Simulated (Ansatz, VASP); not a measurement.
**One calculation of Pt, two programs**

INCAR

```
PREC     = Accurate       # precision mode
ENCUT    = 520            # plane-wave cutoff, eV
EDIFF    = 1E-6           # SCF threshold, eV
ISMEAR   = 0              # smearing method
SIGMA    = 0.15           # smearing width, eV
LREAL    = F              # projectors in reciprocal space
LASPH    = T              # aspherical terms in the spheres
NELM     = 60             # most SCF steps
ALGO     = Fast           # electronic algorithm
ISIF     = 2              # what is computed and relaxed
LWAVE    = F              # write WAVECAR
LCHARG   = T              # write CHGCAR
GGA      = PS             # functional
LELF     = T              # ELF
LVHAR    = T            
NBANDS   = 17             # bands
```

Contents of KPOINTS:

```
Automatic mesh
0
Gamma
  24 24 14
```

Contents of POSCAR:

```
Pt
1.0
    2.5889111393      0.0000000000      0.0000000000
   -1.2944555697      2.2420628147      0.0000000000
    0.0000000000      0.0000000000      4.5891354900
Pt
2
Direct
    0.6666666667      0.3333333333      0.7500000000
    0.3333333333      0.6666666667      0.2500000000
```

Input for Ansatz:

```yaml
crystal:
  lattice:
    - [2.5889111393, 0.0, 0.0]
    - [-1.2944555697, 2.2420628147, 0.0]
    - [0.0, 0.0, 4.58913549]
  atoms:
    - { symbol: Pt, position: [0.6666666667, 0.3333333333, 0.75] }
    - { symbol: Pt, position: [0.3333333333, 0.6666666667, 0.25] }
basis:
  ecutwfc: 420
kpoints:
  mp_grid: { grid: [24, 24, 14] }
hamiltonian:
  xc: pbesol
scf:
  occupations: { method: gaussian, width: 0.15 }
output:
  forces: true
  stress: true
  eigenvalues: true
```

Change from the starting cell: strain -0.050 along x and y, -0.025 along z, atoms carried along.

Alike in both runs: task single point; functional PBEsol; k mesh 24 × 24 × 14; occupations gaussian, width 0.15 eV; no spin polarisation.

|  | VASP | Ansatz |
| --- | --- | --- |
| version | VASP 6.6.1 | Ansatz 0.2.0 |
| potentials or method | VASP PAW PBE potentials, release 64 (Pt), cutoff 520 eV | scalar-relativistic, plane waves, PAW |
| valence electrons in the cell | 20 | 36 |

Ansatz gave:

| Item | Value |
| --- | --- |
| gap on the k mesh at the Fermi level (eV) | none |
| pressure (GPa) | 52.3 |
| traceless stress, the component that is largest in VASP (GPa) | -13.03 |

**Question.** Which values does VASP return?

**Answer.** gap on the k mesh at the Fermi level (eV): none; pressure (GPa): 52.1; traceless stress, the component that is largest in VASP (GPa): -13.16.

VASP's potentials were made for PBE, not for PBEsol. A gap of «none» marks a metal or a gap that the smearing closes. Both programs put the cell under a high pressure, so it lies far from rest at this level. The functional is the same, so the differences come from potentials, cutoffs and numerics. VASP's potentials hold 20 valence electrons a cell and Ansatz's 36, so a difference there can come from the potentials and not from the codes.

Spin-orbit coupling is off throughout.
